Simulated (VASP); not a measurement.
# ZrC (Fm-3m) in VASP: further runs

The runs below take ZrC through single point, with PBE.

Program: VASP 6.6.1. These are calculated values, not measurements. Logs are shortened: lines on timing, memory, paths and dates and some standing lists are left out, and cuts for length are marked.

## Step 1: The cell of the first run

It takes space group Fm-3m (No. 225, cubic). The conventional cell has a = 4.755 Å, b = 4.755 Å, c = 4.755 Å, α = 90.00°, β = 90.00°, γ = 90.00°. Within 3.1 Å of Zr (site symmetry m-3m) lie 6 C at 2.38 Å. C (site symmetry m-3m) has 6 Zr at 2.38 Å within 3.1 Å.

## Step 2: Single point, PBE (volume scaled by 1.03)

The input, INCAR:

```
SYSTEM = ZrC
PREC = Accurate ; ENCUT = 520
EDIFF = 1E-6 ; ISMEAR = 0
SIGMA = 0.1 ; LREAL = .False.
LASPH = .True. ; NELM = 60
ALGO = Normal ; ISIF = 2
LWAVE = .False. ; LCHARG = .True.
GGA = PE ; LELF = .True.
LVHAR = .True. ; NBANDS = 15
```

The input, KPOINTS:

```
Automatic mesh
0
Gamma
  20 20 20
  0 0 0
```

The input, POSCAR:

```
ZrC
1.0
    0.0000000000      2.3776967461      2.3776967461
    2.3776967461      0.0000000000      2.3776967461
    2.3776967461      2.3776967461      0.0000000000
Zr C
1 1
Direct
    0.5000000000      0.5000000000      0.5000000000
    0.0000000000      0.0000000000      0.0000000000
```

Potentials or basis: VASP PAW PBE potentials, release 64 (Zr_sv, C).

On the command line:

```sh
cat potpaw_PBE.64/Zr_sv/POTCAR potpaw_PBE.64/C/POTCAR > POTCAR
mpirun -np 1 vasp_std > vasp.out
```

OUTCAR:

```text
SYSTEM = ZrC
   PREC = Accurate
   ENCUT = 520
   EDIFF = 1E-6
   ISMEAR = 0
   LREAL = .False.
   LASPH = .True.
   NELM = 60
   ISIF = 2
   GGA = PE

 ion  position               nearest neighbor table
   1  0.500  0.500  0.500-   2 2.38   2 2.38   2 2.38   2 2.38   2 2.38   2 2.38
   2  0.000  0.000  0.000-   1 2.38   1 2.38   1 2.38   1 2.38   1 2.38   1 2.38

  LATTYP: Found a face centered cubic cell.
 ALAT       =     4.7553934922

  Lattice vectors:

 A1 = (   0.0000000000,   2.3776967461,   2.3776967461)
 A2 = (   2.3776967461,   0.0000000000,   2.3776967461)
 A3 = (   2.3776967461,   2.3776967461,   0.0000000000)

Analysis of symmetry for initial positions (statically):
=====================================================================
 Subroutine PRICEL returns:
 Original cell was already a primitive cell.

 Routine SETGRP: Setting up the symmetry group for a
 face centered cubic supercell.

 Subroutine GETGRP returns: Found 48 space group operations
 (whereof 48 operations were pure point group operations)
 out of a pool of 48 trial point group operations.

The static configuration has the point symmetry O_h .

Analysis of symmetry for dynamics (positions and initial velocities):
=====================================================================
 Subroutine PRICEL returns:
 Original cell was already a primitive cell.

 Routine SETGRP: Setting up the symmetry group for a
 face centered cubic supercell.

 Subroutine GETGRP returns: Found 48 space group operations
 (whereof 48 operations were pure point group operations)
 out of a pool of 48 trial point group operations.

The dynamic configuration has the point symmetry O_h .

 Subroutine INISYM returns: Found 48 space group operations
 (whereof 48 operations are pure point group operations),
 and found     1 'primitive' translations

----------------------------------------------------------------------------------------

                                     Primitive cell

  volume of cell :      26.8843

  direct lattice vectors                    reciprocal lattice vectors
     0.000000000  2.377696746  2.377696746    -0.210287540  0.210287540  0.210287540
     2.377696746  0.000000000  2.377696746     0.210287540 -0.210287540  0.210287540
     2.377696746  2.377696746  0.000000000     0.210287540  0.210287540 -0.210287540

  length of vectors
     3.362570986  3.362570986  3.362570986     0.364228704  0.364228704  0.364228704

  position of ions in fractional coordinates (direct lattice)
[... 77 lines left out ...]
   ENCUT  =  520.0 eV  38.22 Ry    6.18 a.u.   6.25  6.25  6.25*2*pi/ulx,y,z
   NELM   =     60;   NELMIN=  2; NELMDL= -5     # of ELM steps
   EDIFF  = 0.1E-05   stopping-criterion for ELM
   LREAL  =      F    real-space projection
[... 7 lines left out ...]
   TEBEG  =    0.0;   TEEND  =   0.0 temperature during run
   PSTRESS=    0.0 pullay stress
   NELECT =      16.0000    total number of electrons
   NUPDOWN=      -1.0000    fix difference up-down
   EMIN   =  10.00;   EMAX   =-10.00  energy-range for DOS
   EFERMI =   0.00;   METHOD = LEGACY
   ISMEAR =     0;   SIGMA  =   0.10  broadening in eV -4-tet -1-fermi 0-gaus
   EFERMI_NEDOS =   21; number of points for ismear=-14 and -15
   IALGO  =     38    algorithm
   IMIX   =      4    mixing-type and parameters
     AMIX     =   0.40;   BMIX     =  1.00
     AMIX_MAG =   1.60;   BMIX_MAG =  1.00
  volume/ion in A,a.u.               =      13.44        90.71
  Fermi-wavevector in a.u.,A,eV,Ry     =   1.377046  2.602239 25.800115  1.896255
  Thomas-Fermi vector in A             =   2.502235
   LORBIT       =      0    0 simple, 1 ext, 2 COOP (PROOUT), +10 PAW based schemes
   GGA     = PE    functional components
   LHFCALC =     F    Hartree Fock is set to
   AEXX    =    0.0000 exact exchange contribution
   IVDW    =     0    specifies the selected vdW correction
   LEPSILON=     F    determine dielectric tensor
   LRPA    =     F    only Hartree local field effects (RPA)
 non-spin polarized calculation
 Gauss-broadening in eV      SIGMA  =   0.10
  energy-cutoff  :      520.00
  volume of cell :       26.88
 maximum number of plane-waves:       745
 NGX is ok and might be reduce to    28
   NGX = 13   NGY = 13   NGZ = 13

 number of electron      16.0000000 magnetization

 Free energy of the ion-electron system (eV)
  ---------------------------------------------------
  ext. energy  EPLUGINS =         0.00000000
  ---------------------------------------------------
  free energy    TOTEN  =       -19.44880386 eV

  energy without entropy =      -19.44744668  energy(sigma->0) =      -19.44812527

 E-fermi :   9.2320     XC(G=0): -11.9619

 val. band max:        9.2041403515   @ k =   0.4500   0.4500   0.0000
 cond. band min:       9.2335964753   @ k =   0.4500   0.4000   0.0000
 fundamental gap:      0.0294561238
 Fermi energy:         9.2319560276

 k-point     1 :       0.0000    0.0000    0.0000
  band No.  band energies     occupation
      1     -39.0263      2.00000
      2     -16.7575      2.00000
      3     -16.7575      2.00000
      4     -16.7575      2.00000
      5      -1.9652      2.00000
      6      10.1425      0.00000
      7      10.1425      0.00000
      8      10.1425      0.00000
      9      10.2958      0.00000
     10      10.2958      0.00000
     11      10.2958      0.00000
     12      11.9269      0.00000
     13      11.9269      0.00000
     14      16.1316      0.00000
[... 401 lines left out ...]
      2     -17.3857      2.00000
      3     -16.8382      2.00000
      4     -16.8112      2.00000
      5       0.2372      2.00000
      6       4.9660      2.00000
      7       6.6657      2.00000
      8       6.8288      2.00000
      9      12.5937      0.00000
     10      12.6481      0.00000
     11      13.3829      0.00000
     12      17.0330      0.00000
     13      17.5705      0.00000
     14      18.1768      0.00000
     15      22.9666      0.00000

 [... further k-points ...]
[... 5 lines left out ...]
  --------------------------------------------------------------------------------------
  -------------------------------------------------------------------------------------
  Total       -1.0002939     -1.0002939     -1.0002939      0.0000000      0.0000000      0.0000000
  in kB      -59.6127059    -59.6127059    -59.6127059      0.0000000      0.0000000      0.0000000
  external PRESSURE =     -59.6127059 kB  Pullay stress =       0.0000000 kB

 VOLUME and BASIS-vectors are now :
 -----------------------------------------------------------------------------
  energy-cutoff  :      520.00
  volume of cell :       26.88
      direct lattice vectors                 reciprocal lattice vectors
     0.000000000  2.377696746  2.377696746    -0.210287540  0.210287540  0.210287540
     2.377696746  0.000000000  2.377696746     0.210287540 -0.210287540  0.210287540
     2.377696746  2.377696746  0.000000000     0.210287540  0.210287540 -0.210287540

 POSITION                                       TOTAL-FORCE (eV/Angst)
 -----------------------------------------------------------------------------------
      2.37770      2.37770      2.37770         0.000000      0.000000      0.000000
      0.00000      0.00000      0.00000        -0.000000     -0.000000     -0.000000
 -----------------------------------------------------------------------------------
    total drift:                                0.000000      0.000000      0.000000

  FREE ENERGIE OF THE ION-ELECTRON SYSTEM (eV)
  ---------------------------------------------------
  free  energy   TOTEN  =       -19.4488038574 eV

  energy  without entropy=      -19.4474466789  energy(sigma->0) =      -19.44812527
```

OSZICAR:

```text
N       E                     dE             d eps       ncg     rms          rms(c)
DAV:   1     0.976492473133E+02    0.97649E+02   -0.85636E+03  7680   0.107E+03
DAV:   2    -0.167193271995E+02   -0.11437E+03   -0.10738E+03  9703   0.283E+02
DAV:   3    -0.228486159568E+02   -0.61293E+01   -0.60883E+01 13103   0.548E+01
DAV:   4    -0.229666148696E+02   -0.11800E+00   -0.11797E+00  9170   0.559E+00
DAV:   5    -0.229677723330E+02   -0.11575E-02   -0.11574E-02 10319   0.495E-01    0.191E+01
DAV:   6    -0.195913663714E+02    0.33764E+01   -0.65520E+00  8982   0.226E+01    0.651E+00
DAV:   7    -0.194675944525E+02    0.12377E+00   -0.66332E-01  8808   0.604E+00    0.570E+00
DAV:   8    -0.194933729597E+02   -0.25779E-01   -0.38930E-01  9234   0.485E+00    0.514E+00
DAV:   9    -0.194500992701E+02    0.43274E-01   -0.75000E-02  8436   0.200E+00    0.941E-01
DAV:  10    -0.194488075531E+02    0.12917E-02   -0.66119E-03 10067   0.663E-01    0.492E-02
DAV:  11    -0.194488117261E+02   -0.41731E-05   -0.16626E-04  8799   0.117E-01    0.540E-02
DAV:  12    -0.194488053562E+02    0.63700E-05   -0.51746E-06  9925   0.185E-02    0.150E-02
DAV:  13    -0.194488039392E+02    0.14169E-05   -0.21093E-06  9460   0.918E-03    0.308E-03
DAV:  14    -0.194488038574E+02    0.81781E-07   -0.84986E-08  4925   0.193E-03
   1 F= -.19448804E+02 E0= -.19448125E+02  d E =-.135718E-02
```

It took 54 s on 1 thread of Intel Xeon 6975P-C (Granite Rapids), shared host; peak memory 0.23 GiB.

What came out:

- Free energy: -19.4488 eV
- Pressure: -6.0 GPa
- Band gap on the k mesh: zero (band 8 reaches 10.14 eV, above the bottom of band 9 at 8.85 eV)

## Step 3: Single point, PBE (volume scaled by 1.06)

The input, INCAR:

```
PREC     = Accurate       # precision mode
ENCUT    = 520            # plane-wave cutoff, eV
EDIFF    = 1E-7           # SCF threshold, eV
ISMEAR   = 0              # smearing method
SIGMA    = 0.1            # smearing width, eV
LREAL    = F              # projectors in reciprocal space
LASPH    = T              # aspherical terms in the spheres
NELM     = 80             # most SCF steps
ALGO     = Normal         # electronic algorithm
ISIF     = 2              # what is computed and relaxed
LWAVE    = F              # write WAVECAR
LCHARG   = T              # write CHGCAR
GGA      = PE             # functional
LELF     = T              # ELF
LVHAR    = T            
NBANDS   = 15             # bands
```

The input, KPOINTS:

```
Automatic mesh
0
Gamma
  20 20 20
```

The input, POSCAR:

```
ZrC
1.0
    0.0000000000      2.4005606174      2.4005606174
    2.4005606174      0.0000000000      2.4005606174
    2.4005606174      2.4005606174      0.0000000000
Zr C
1 1
Direct
    0.5000000000      0.5000000000      0.5000000000
    0.0000000000      0.0000000000      0.0000000000
```

Potentials or basis: VASP PAW PBE potentials, release 64 (Zr_sv, C).

On the command line:

```sh
cat potpaw_PBE.64/Zr_sv/POTCAR potpaw_PBE.64/C/POTCAR > POTCAR
mpirun -np 1 vasp_std > vasp.out
```

It took 56 s on 1 thread of Intel Xeon 6975P-C (Granite Rapids), shared host; peak memory 0.23 GiB.

Results (log left out):

- Free energy: -19.4067 eV
- Pressure: -11.3 GPa
- Band gap on the k mesh: zero (band 8 reaches 9.82 eV, above the bottom of band 9 at 8.54 eV)

Levels at points of the mesh, in eV from the Fermi level:
| k point | band 4 | band 5 | band 6 | band 7 | band 8 | band 9 | band 10 | band 11 | band 12 | band 13 |
| --- | --- | --- | --- | --- | --- | --- | --- | --- | --- | --- |
| (0.00, 0.00, 0.00) | -26.12 | -11.09 | 0.91 | 0.91 | 0.91 | 1.05 | 1.05 | 1.05 | 2.61 | 2.61 |
| (0.50, 0.00, 0.00) | -26.18 | -8.32 | -5.06 | -2.74 | -2.74 | 4.15 | 4.15 | 4.93 | 6.24 | 9.39 |
| (0.50, 0.50, 0.00) | -26.34 | -9.90 | -2.15 | -1.58 | -0.01 | -0.01 | 4.10 | 5.20 | 5.20 | 7.21 |

## Step 4: Single point, PBE (volume scaled by 1.10)

The input, INCAR:

```
ALGO     = Normal         # electronic algorithm
EDIFF    = 1E-7           # SCF threshold, eV
ENCUT    = 520            # plane-wave cutoff, eV
GGA      = PE             # functional
ISIF     = 2              # what is computed and relaxed
ISMEAR   = 0              # smearing method
LASPH    = True           # aspherical terms in the spheres
LCHARG   = False          # write CHGCAR
LREAL    = False          # projectors in reciprocal space
LWAVE    = False          # write WAVECAR
NBANDS   = 15             # bands
NELM     = 80             # most SCF steps
PREC     = Accurate       # precision mode
SIGMA    = 0.1            # smearing width, eV
```

The input, KPOINTS:

```
k-points
0
Gamma
  20 20 20
```

The input, POSCAR:

```
ZrC
1.0
    0.0000000000      2.4303842957      2.4303842957
    2.4303842957      0.0000000000      2.4303842957
    2.4303842957      2.4303842957      0.0000000000
Zr C
1 1
Direct
    0.5000000000      0.5000000000      0.5000000000
    0.0000000000      0.0000000000      0.0000000000
```

On the command line:

```sh
cat potpaw_PBE.64/Zr_sv/POTCAR potpaw_PBE.64/C/POTCAR > POTCAR
mpirun -np 1 vasp_std > vasp.out
```

Wall time 54 s (1 thread of Intel Xeon 6975P-C (Granite Rapids), shared host); peak memory 0.24 GiB.

The run converged. Its results:

| Quantity | Value |
| --- | --- |
| Free energy | -19.3136 eV |
| Pressure | -17.3 GPa |
| Band gap on the k mesh | zero (band 8 reaches 9.40 eV, above the bottom of band 9 at 8.14 eV) |

Levels at points of the mesh, in eV from the Fermi level:
```
           k point  band 6  band 7  band 8  band 9  band 10  band 11
(0.00, 0.00, 0.00)    0.90    0.90    0.90    1.03     1.03     1.03
(0.50, 0.00, 0.00)   -4.92   -2.63   -2.63    3.96     3.96     4.71
(0.50, 0.50, 0.00)   -2.18   -1.48   -0.04   -0.04     3.92     4.95
```

## Step 5: Overview

| cell | gap on the mesh (eV) | pressure (GPa) |
| --- | --- | --- |
| a = 3.363 Å, angles 60.0°, 2 atoms | none | -6.0 |
| a = 3.395 Å, angles 60.0°, 2 atoms | none | -11.3 |
| a = 3.437 Å, angles 60.0°, 2 atoms | none | -17.3 |

Alike in all rows: task single point; level PBE; potentials or basis VASP PAW PBE potentials, release 64 (Zr_sv, C); no spin polarisation; k mesh 20 × 20 × 20; cutoff (eV) 520; smearing gaussian 0.1 eV.

Total energies depend on the potentials used, so only differences within one code and one set of settings carry meaning.
